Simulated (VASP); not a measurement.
Wanted: the native input for a VASP 6.6.1 run.

```yaml
Task: single point
Functional: PBEsol
Potentials_or_basis: VASP PAW PBE potentials, release 64 (K_sv, Cl)
Cutoff: 520 eV
k_mesh: 6 × 6 × 6
Occupations: gaussian, width 0.01 eV
Spin: no spin polarisation
Dipole_correction: no
Further_INCAR_settings: ALGO = Normal; EDIFF = 1e-06; NBANDS = 15
```

The structure of KCl lies in POSCAR:

```
KCl
1.0
    2.7835185799      2.7835185799      0.0000000000
   -2.7835185799      2.7835185799      0.0000000000
    0.0000000000      2.7835185799      2.7835185799
K Cl
1 1
Direct
    0.0000000000      0.0000000000      0.0000000000
    0.5000000000      0.5000000000      0.0000000000
```

These files were run (other wordings do the same):

INCAR

```
PREC = Accurate ; ENCUT = 520
EDIFF = 1E-6 ; ISMEAR = 0
SIGMA = 0.01 ; LREAL = F
LASPH = T ; NELM = 100
ALGO = Normal ; ISIF = 2
LWAVE = F ; LCHARG = T
GGA = PS ; LELF = T
LVHAR = T ; NBANDS = 15
```

KPOINTS

```
regular mesh
0
Gamma
  6 6 6
```

Potentials or basis: VASP PAW PBE potentials, release 64 (K_sv, Cl).

Command:

```sh
$ cat potpaw_PBE.64/K_sv/POTCAR potpaw_PBE.64/Cl/POTCAR > POTCAR
$ mpirun -np 1 vasp_std > vasp.out
```

It gave:

| Property | Result |
| --- | --- |
| Pressure | 15.3 GPa |
| Band gap on the k mesh | 5.64 eV, indirect (least direct gap 5.90 eV) |

Caveat: the PAW data sets were made with another functional, which shifts forces and pressure a little.

Run time: 28 s on 1 thread of AMD EPYC 7R13 (shared host), peak memory 0.13 GiB.
